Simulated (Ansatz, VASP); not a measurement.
One calculation of SnTe, two programs

```
Sn Te
1.0
     0.00000    3.18933    3.12554
     3.18933    0.00000    3.12554
     3.18933    3.18933    0.00000
Sn Te
1 1
Direct
  0.00000 0.00000 0.00000
  0.50000 0.50000 0.50000
```

Change from the starting cell: uniaxial_z strain -2.0%.

Alike in both runs: task single point; functional PBE; k mesh 8 × 8 × 8; occupations fermi-dirac, width 0.02 eV; no spin polarisation.

|  | VASP | Ansatz |
| --- | --- | --- |
| version | VASP 6.6.1 | Ansatz 0.2.0 |
| potentials or method | VASP PAW PBE potentials, release 64 (Sn_d, Te) | plane waves, PAW |
| plane-wave cutoff (eV) | 520 | 420 |
| valence electrons in the cell | 20 | 30 |

```tsv
	VASP	Ansatz	Ansatz less VASP
pressure (GPa)	1.5	1.6	+0.07
traceless stress, the component that is largest in VASP (GPa)	1.73	1.73	-0.001
```

VASP's potentials hold 20 valence electrons a cell and Ansatz's 30, so a difference there can come from the potentials and not from the codes.

Neither program's run includes spin-orbit coupling.
